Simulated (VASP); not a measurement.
# AlAs (F-43m) in VASP: a series of runs, part 2 of 2

VASP 6.6.1.

## 3. Single point, PBE

INCAR reads:

```
  PREC = Accurate
  ENCUT = 500
  EDIFF = 1E-6
  ISMEAR = -1
  SIGMA = 0.02
  LREAL = False
  LASPH = True
  NELM = 120
  ALGO = Normal
  ISIF = 2
  LWAVE = False
  LCHARG = True
  GGA = PE
  LELF = True
  LVHAR = True
  NBANDS = 11
  GGA_COMPAT = False
```

KPOINTS reads:

```
regular mesh
0
Gamma
  8 8 8
```

POSCAR reads:

```
AlAs
1.0
    0.0000000000      2.8389251756      2.8389251756
    2.8389251756      0.0000000000      2.8389251756
    2.8389251756      2.8389251756      0.0000000000
Al As
1 1
Direct
    0.0000000000      0.0000000000      0.0000000000
    0.2500000000      0.2500000000      0.2500000000
```

Potentials or basis: VASP PAW PBE potentials, release 64 (Al, As).

Run with:

```console
$ cat potpaw_PBE.64/Al/POTCAR potpaw_PBE.64/As/POTCAR > POTCAR
$ mpirun -np 1 vasp_std > vasp.out
```

OUTCAR:

```text
PREC = Accurate
   ENCUT = 500
   EDIFF = 1E-6
   ISMEAR = -1
   LREAL = False
   LASPH = True
   NELM = 120
   ISIF = 2
   GGA = PE

 ion  position               nearest neighbor table
   1  0.000  0.000  0.000-   2 2.46   2 2.46   2 2.46   2 2.46
   2  0.250  0.250  0.250-   1 2.46   1 2.46   1 2.46   1 2.46

  LATTYP: Found a face centered cubic cell.
 ALAT       =     5.6778503512

  Lattice vectors:

 A1 = (   0.0000000000,   2.8389251756,   2.8389251756)
 A2 = (   2.8389251756,   0.0000000000,   2.8389251756)
 A3 = (   2.8389251756,   2.8389251756,   0.0000000000)

Analysis of symmetry for initial positions (statically):
=====================================================================
 Subroutine PRICEL returns:
 Original cell was already a primitive cell.

 Routine SETGRP: Setting up the symmetry group for a
 face centered cubic supercell.

 Subroutine GETGRP returns: Found 24 space group operations
 (whereof 24 operations were pure point group operations)
 out of a pool of 48 trial point group operations.

The static configuration has the point symmetry T_d .

Analysis of symmetry for dynamics (positions and initial velocities):
=====================================================================
 Subroutine PRICEL returns:
 Original cell was already a primitive cell.

 Routine SETGRP: Setting up the symmetry group for a
 face centered cubic supercell.

 Subroutine GETGRP returns: Found 24 space group operations
 (whereof 24 operations were pure point group operations)
 out of a pool of 48 trial point group operations.

The dynamic configuration has the point symmetry T_d .

 Subroutine INISYM returns: Found 24 space group operations
 (whereof 24 operations are pure point group operations),
 and found     1 'primitive' translations

----------------------------------------------------------------------------------------

                                     Primitive cell

  volume of cell :      45.7606

  direct lattice vectors                    reciprocal lattice vectors
     0.000000000  2.838925176  2.838925176    -0.176122993  0.176122993  0.176122993
     2.838925176  0.000000000  2.838925176     0.176122993 -0.176122993  0.176122993
     2.838925176  2.838925176  0.000000000     0.176122993  0.176122993 -0.176122993

  length of vectors
     4.014846486  4.014846486  4.014846486     0.305053973  0.305053973  0.305053973

  position of ions in fractional coordinates (direct lattice)
     0.000000000  0.000000000  0.000000000
     0.250000000  0.250000000  0.250000000

  ion indices of the primitive-cell ions
   primitive index   ion index
                 1           1
                 2           2

----------------------------------------------------------------------------------------

 KPOINTS: regular mesh

Automatic generation of k-mesh.
 Grid dimensions read from file:
 generate k-points for:    8    8    8

 Generating k-lattice:

  Cartesian coordinates                     Fractional coordinates (reciprocal lattice)
    -0.022015374  0.022015374  0.022015374     0.125000000  0.000000000  0.000000000
     0.022015374 -0.022015374  0.022015374     0.000000000  0.125000000  0.000000000
     0.022015374  0.022015374 -0.022015374     0.000000000  0.000000000  0.125000000

  Length of vectors
     0.038131747  0.038131747  0.038131747

  Shift w.r.t. Gamma in fractional coordinates (k-lattice)
     0.000000000  0.000000000  0.000000000

 Subroutine IBZKPT returns following result:
 ===========================================

 Found     29 irreducible k-points:

 Following reciprocal coordinates:
            Coordinates               Weight
  0.000000  0.000000  0.000000      1.000000
  0.125000  0.000000  0.000000      8.000000
  0.250000  0.000000  0.000000      8.000000
  0.375000  0.000000  0.000000      8.000000
  0.500000  0.000000  0.000000      4.000000
  0.125000  0.125000  0.000000      6.000000
[... 16 lines left out ...]
  0.500000  0.250000  0.125000     48.000000
 -0.375000  0.250000  0.125000     24.000000
 [... further k-points ...]
   k-points           NKPTS =     29   k-points in BZ     NKDIM =     29   number of bands    NBANDS=     11
   number of dos      NEDOS =    301   number of ions     NIONS =      2
   total plane-waves  NPLWV =  27000
   dimension x,y,z NGX =    30 NGY =   30 NGZ =   30
   dimension x,y,z NGXF=    60 NGYF=   60 NGZF=   60
   ions per type =               1   1
   NGX,Y,Z   is equivalent  to a cutoff of  12.42, 12.42, 12.42 a.u.
   NGXF,Y,Z  is equivalent  to a cutoff of  24.84, 24.84, 24.84 a.u.
 SYSTEM =  unknown system
   PREC   = accura    normal or accurate (medium, high low for compatibility)
   ISTART =      0    job   : 0-new  1-cont  2-samecut
   ICHARG =      2    charge: 1-file 2-atom 10-const
   ISPIN  =      1    spin polarized calculation?
   LNONCOLLINEAR =      F non collinear calculations
   LSORBIT =      F    spin-orbit coupling
   LASPH  =      T    aspherical Exc in radial PAW
   ENCUT  =  500.0 eV  36.75 Ry    6.06 a.u.   7.32  7.32  7.32*2*pi/ulx,y,z
   NELM   =    120;   NELMIN=  2; NELMDL= -5     # of ELM steps
   EDIFF  = 0.1E-05   stopping-criterion for ELM
   LREAL  =      F    real-space projection
   EDIFFG = 0.1E-04   stopping-criterion for IOM
   NSW    =      0    number of steps for IOM
   IBRION =     -1    ionic relax: 0-MD 1-quasi-New 2-CG
   NFREE  =      0    steps in history (QN), initial steepest desc. (CG)
   ISIF   =      2    stress and relaxation
   ISYM   =      2    0-nonsym 1-usesym 2-fastsym
   POTIM  = 0.5000    time-step for ionic-motion
   TEBEG  =    0.0;   TEEND  =   0.0 temperature during run
   PSTRESS=    0.0 pullay stress
   NELECT =       8.0000    total number of electrons
   NUPDOWN=      -1.0000    fix difference up-down
   EMIN   =  10.00;   EMAX   =-10.00  energy-range for DOS
   EFERMI =   0.00;   METHOD = LEGACY
   ISMEAR =    -1;   SIGMA  =   0.02  broadening in eV -4-tet -1-fermi 0-gaus
   EFERMI_NEDOS =   21; number of points for ismear=-14 and -15
   IALGO  =     38    algorithm
   IMIX   =      4    mixing-type and parameters
     AMIX     =   0.40;   BMIX     =  1.00
     AMIX_MAG =   1.60;   BMIX_MAG =  1.00
  volume/ion in A,a.u.               =      22.88       154.40
  Fermi-wavevector in a.u.,A,eV,Ry     =   0.915393  1.729842 11.400923  0.837944
  Thomas-Fermi vector in A             =   2.040129
   LORBIT       =      0    0 simple, 1 ext, 2 COOP (PROOUT), +10 PAW based schemes
   GGA     = PE    functional components
   LHFCALC =     F    Hartree Fock is set to
   AEXX    =    0.0000 exact exchange contribution
   IVDW    =     0    specifies the selected vdW correction
   LEPSILON=     F    determine dielectric tensor
   LRPA    =     F    only Hartree local field effects (RPA)
 non-spin polarized calculation
  energy-cutoff  :      500.00
  volume of cell :       45.76
 maximum number of plane-waves:      1211
 NGX is ok and might be reduce to    30
   NGX = 15   NGY = 15   NGZ = 15

 number of electron       7.9999999 magnetization

 Free energy of the ion-electron system (eV)
  ---------------------------------------------------
  ext. energy  EPLUGINS =         0.00000000
  ---------------------------------------------------
  free energy    TOTEN  =        -9.37958247 eV

  energy without entropy =       -9.37958247  energy(sigma->0) =       -9.37958247

 E-fermi :   4.2154     XC(G=0):  -9.0065

 val. band max:        3.8130435265   @ k =   0.0000   0.0000   0.0000
 cond. band min:       5.2633560322   @ k =   0.5000   0.5000   0.0000
 fundamental gap:      1.4503125057
 Fermi energy:         4.2154372918

 k-point     1 :       0.0000    0.0000    0.0000
  band No.  band energies     occupation
      1      -8.0014      2.00000
      2       3.8130      2.00000
      3       3.8130      2.00000
      4       3.8130      2.00000
      5       5.8025      0.00000
      6       8.0848      0.00000
      7       8.0848      0.00000
      8       8.0848      0.00000
      9      12.6353      0.00000
     10      12.8068      0.00000
     11      12.8068      0.00000
[... 309 lines left out ...]
 k-point    24 :      -0.3750    0.2500    0.1250
  band No.  band energies     occupation
      1      -6.3424      2.00000
      2      -1.4156      2.00000
      3       1.1453      2.00000
      4       2.2860      2.00000
      5       7.4613      0.00000
      6       8.0489      0.00000
      7      10.4577      0.00000
      8      11.4214      0.00000
      9      12.1368      0.00000
     10      14.7883      0.00000
     11      16.0576      0.00000

 [... further k-points ...]

------------------------ aborting loop because EDIFF is reached ----------------------------------------

  FORCE on cell =-STRESS in cart. coord.  units (eV):
  Direction    XX          YY          ZZ          XY          YZ          ZX
  --------------------------------------------------------------------------------------
  -------------------------------------------------------------------------------------
  Total        0.5917108      0.5917108      0.5917108      0.0000000      0.0000000      0.0000000
  in kB       20.7170658     20.7170658     20.7170658      0.0000000      0.0000000      0.0000000
  external PRESSURE =      20.7170658 kB  Pullay stress =       0.0000000 kB

 VOLUME and BASIS-vectors are now :
 -----------------------------------------------------------------------------
  energy-cutoff  :      500.00
  volume of cell :       45.76
      direct lattice vectors                 reciprocal lattice vectors
     0.000000000  2.838925176  2.838925176    -0.176122993  0.176122993  0.176122993
     2.838925176  0.000000000  2.838925176     0.176122993 -0.176122993  0.176122993
     2.838925176  2.838925176  0.000000000     0.176122993  0.176122993 -0.176122993

 POSITION                                       TOTAL-FORCE (eV/Angst)
 -----------------------------------------------------------------------------------
      0.00000      0.00000      0.00000        -0.000000     -0.000000     -0.000000
      1.41946      1.41946      1.41946         0.000000      0.000000      0.000000
 -----------------------------------------------------------------------------------
    total drift:                               -0.000000     -0.000000     -0.000000

  FREE ENERGIE OF THE ION-ELECTRON SYSTEM (eV)
  ---------------------------------------------------
  free  energy   TOTEN  =        -9.3795824726 eV

  energy  without entropy=       -9.3795824726  energy(sigma->0) =       -9.37958247
```

OSZICAR:

```text
N       E                     dE             d eps       ncg     rms          rms(c)
DAV:   1     0.131565028208E+02    0.13157E+02   -0.28963E+03   638   0.526E+02
DAV:   2    -0.870753264261E+01   -0.21864E+02   -0.20692E+02   843   0.831E+01
DAV:   3    -0.959331689043E+01   -0.88578E+00   -0.88475E+00   818   0.173E+01
DAV:   4    -0.960018196878E+01   -0.68651E-02   -0.68645E-02   725   0.183E+00
DAV:   5    -0.960032048705E+01   -0.13852E-03   -0.13852E-03   804   0.256E-01    0.320E+00
DAV:   6    -0.941142081232E+01    0.18890E+00   -0.33563E-01   710   0.209E+00    0.185E+00
DAV:   7    -0.937874823018E+01    0.32673E-01   -0.16665E-01   737   0.160E+00    0.678E-01
DAV:   8    -0.937933337015E+01   -0.58514E-03   -0.11191E-02   692   0.494E-01    0.109E-01
DAV:   9    -0.937944514292E+01   -0.11177E-03   -0.40930E-04   764   0.116E-01    0.612E-02
DAV:  10    -0.937957875282E+01   -0.13361E-03   -0.17858E-04   708   0.714E-02    0.695E-03
DAV:  11    -0.937958254666E+01   -0.37938E-05   -0.20252E-05   763   0.193E-02    0.572E-03
DAV:  12    -0.937958247258E+01    0.74086E-07   -0.20397E-06   707   0.690E-03
   1 F= -.93795825E+01 E0= -.93795825E+01  d E =-.908806E-11
```

stdout:

```text
POSCAR found type information on POSCAR AlAs
 POSCAR found :  2 types and       2 ions
 scaLAPACK will be used
 LDA part: xc-table for (Slater+PW92), standard interpolation
 POSCAR, INCAR and KPOINTS ok, starting setup
 FFT: planning ... GRIDC
 FFT: planning ... GRID_SOFT
 FFT: planning ... GRID
 WAVECAR not read
 entering main loop
```

It took 9.7 s on 1 thread of Intel Xeon Platinum 8559C (Emerald Rapids), shared host; peak memory 0.16 GiB.

What came out:

| Quantity | Value |
| --- | --- |
| Free energy | -9.3796 eV |
| Pressure | 2.1 GPa |
| Band gap on the k mesh | 1.45 eV (least direct gap 1.99 eV) |

## 4. Single point, LDA

INCAR reads:

```
SYSTEM = AlAs
PREC = Accurate
ENCUT = 500
EDIFF = 1E-6
ISMEAR = 0
SIGMA = 0.01
LREAL = .False.
LASPH = .True.
NELM = 120
ALGO = Normal
ISIF = 2
LWAVE = .False.
LCHARG = .False.
GGA = CA
NBANDS = 11
GGA_COMPAT = .False.
```

KPOINTS reads:

```
regular mesh
0
Gamma
  8 8 8
  0 0 0
```

POSCAR is that of step 3.

Potentials or basis: VASP PAW LDA potentials, release 64 (Al, As).

Run with:

```console
$ cat potpaw_LDA.64/Al/POTCAR potpaw_LDA.64/As/POTCAR > POTCAR
$ mpirun -np 1 vasp_std > vasp.out
```

It took 7.7 s on 1 thread of Intel Xeon Platinum 8559C (Emerald Rapids), shared host; peak memory 0.15 GiB.

Results (log left out):

| Property | Result |
| --- | --- |
| Free energy | -10.5095 eV |
| Pressure | -1.5 GPa |
| Band gap on the k mesh | 1.35 eV (least direct gap 1.81 eV) |

Levels at points of the mesh, in eV from the valence-band top:
| k point | band 1 | band 2 | band 3 | band 4 | band 5 | band 6 | band 7 | band 8 |
| --- | --- | --- | --- | --- | --- | --- | --- | --- |
| (0.00, 0.00, 0.00) | -11.84 | 0.00 | 0.00 | 0.00 | 1.81 | 4.23 | 4.23 | 4.23 |
| (0.50, 0.00, 0.00) | -10.45 | -5.56 | -0.82 | -0.82 | 1.99 | 4.63 | 4.63 | 7.57 |
| (0.50, 0.50, 0.00) | -9.91 | -5.42 | -2.16 | -2.16 | 1.35 | 2.20 | 10.13 | 10.13 |

## 5. Single point, PBEsol

INCAR reads:

```
SYSTEM = AlAs
  ALGO = Normal
  EDIFF = 1E-6
  ENCUT = 500
  GGA = PS
  GGA_COMPAT = .False.
  ISIF = 2
  ISMEAR = -1
  LASPH = .True.
  LCHARG = .True.
  LELF = .True.
  LREAL = .False.
  LVHAR = .True.
  LWAVE = .False.
  NBANDS = 11
  NELM = 120
  PREC = Accurate
  SIGMA = 0.02
```

KPOINTS reads:

```
k-points
0
Gamma
  8 8 8
  0 0 0
```

POSCAR reads:

```
AlAs
1.0
    0.0000000000      2.8373092201      2.8373092201
    2.8373092201      0.0000000000      2.8373092201
    2.8373092201      2.8373092201      0.0000000000
Al As
1 1
Direct
    0.0000000000      0.0000000000      0.0000000000
    0.2500000000      0.2500000000      0.2500000000
```

Potentials or basis: VASP PAW PBE potentials, release 64 (Al, As).

Run with:

```console
$ cat potpaw_PBE.64/Al/POTCAR potpaw_PBE.64/As/POTCAR > POTCAR
$ mpirun -np 1 vasp_std > vasp.out
```

Wall time 9.4 s (1 thread of Intel Xeon Platinum 8559C (Emerald Rapids), shared host); peak memory 0.17 GiB.

It converged, with:

```yaml
Free_energy: -10.0647 eV
Pressure: 0.3 GPa
Band_gap_on_the_k_mesh: 1.33 eV (least direct gap 1.92 eV)
```

Levels at points of the mesh, in eV from the valence-band top:
```
           k point  band 1  band 2  band 3  band 4  band 5  band 6  band 7  band 8
(0.00, 0.00, 0.00)  -11.85    0.00    0.00    0.00    1.92    4.25    4.25    4.25
(0.50, 0.00, 0.00)  -10.44   -5.57   -0.82   -0.82    2.05    4.63    4.63    7.56
(0.50, 0.50, 0.00)   -9.89   -5.42   -2.17   -2.17    1.33    2.22   10.23   10.23
```

Caveat: the PAW data sets were made with another functional, which shifts forces and pressure a little.

## 6. Single point, LDA

This run uses another cell than the first one, of 22.29 Å³/atom.

INCAR reads:

```
PREC     = Accurate       # precision mode
ENCUT    = 500            # plane-wave cutoff, eV
EDIFF    = 1E-6           # SCF threshold, eV
ISMEAR   = -1             # smearing method
SIGMA    = 0.02           # smearing width, eV
LREAL    = F              # projectors in reciprocal space
LASPH    = T              # aspherical terms in the spheres
NELM     = 120            # most SCF steps
ALGO     = Normal         # electronic algorithm
ISIF     = 2              # what is computed and relaxed
LWAVE    = F              # write WAVECAR
LCHARG   = F              # write CHGCAR
GGA      = CA             # functional
NBANDS   = 11             # bands
GGA_COMPAT= F
```

KPOINTS reads:

```
Automatic mesh
0
Gamma
  8 8 8
```

POSCAR reads:

```
AlAs
1.0
    0.0000000000      2.8143067551      2.8143067551
    2.8143067551      0.0000000000      2.8143067551
    2.8143067551      2.8143067551      0.0000000000
Al As
1 1
Direct
    0.0000000000      0.0000000000      0.0000000000
    0.2500000000      0.2500000000      0.2500000000
```

Potentials or basis: VASP PAW LDA potentials, release 64 (Al, As).

Run with:

```console
$ cat potpaw_LDA.64/Al/POTCAR potpaw_LDA.64/As/POTCAR > POTCAR
$ mpirun -np 1 vasp_std > vasp.out
```

Run time: 7.3 s. Hardware: 1 thread of Intel Xeon Platinum 8559C (Emerald Rapids), shared host; peak memory 0.14 GiB.

The run converged. Its results:

- Free energy: -10.5139 eV
- Pressure: 0.4 GPa
- Band gap on the k mesh: 1.31 eV (least direct gap 2.02 eV)

Levels at points of the mesh, in eV from the valence-band top:
| k point | band 2 | band 3 | band 4 | band 5 | band 6 | band 7 |
| --- | --- | --- | --- | --- | --- | --- |
| (0.00, 0.00, 0.00) | 0.00 | 0.00 | 0.00 | 2.02 | 4.27 | 4.27 |
| (0.50, 0.00, 0.00) | -5.67 | -0.84 | -0.84 | 2.09 | 4.65 | 4.65 |
| (0.50, 0.50, 0.00) | -5.51 | -2.22 | -2.22 | 1.31 | 2.20 | 10.33 |

## 7. Overview

```tsv
task	level	potentials or basis	cell	k mesh	smearing	grid for exact exchange (PRECFOCK)	share of exact exchange	screening parameter	gap on the mesh (eV)	pressure (GPa)
relaxation of cell and atoms	HSE06	VASP PAW PBE potentials, release 64 (Al, As)	relaxed from a = 4.015 Å, angles 60.0°, 2 atoms	6 × 6 × 6	fermi-dirac 0.02 eV	Normal	0.25	0.2079 1/Å	2.10	0.0
single point	PBE	VASP PAW PBE potentials, release 64 (Al, As)	a = 4.015 Å, angles 60.0°, 2 atoms	8 × 8 × 8	fermi-dirac 0.02 eV	-	-	-	1.45	2.1
single point	LDA	VASP PAW LDA potentials, release 64 (Al, As)	a = 4.015 Å, angles 60.0°, 2 atoms	8 × 8 × 8	gaussian 0.01 eV	-	-	-	1.35	-1.5
single point	PBEsol	VASP PAW PBE potentials, release 64 (Al, As)	a = 4.013 Å, angles 60.0°, 2 atoms	8 × 8 × 8	fermi-dirac 0.02 eV	-	-	-	1.33	0.3
single point	LDA	VASP PAW LDA potentials, release 64 (Al, As)	a = 3.980 Å, angles 60.0°, 2 atoms	8 × 8 × 8	fermi-dirac 0.02 eV	-	-	-	1.31	0.4
```

Alike in all rows: no spin polarisation; cutoff (eV) 500.

Caveats: the PAW data sets were made with another functional, which shifts forces and pressure a little (at least some runs).

Total energies depend on the potentials used, so only differences within one code and one set of settings carry meaning.
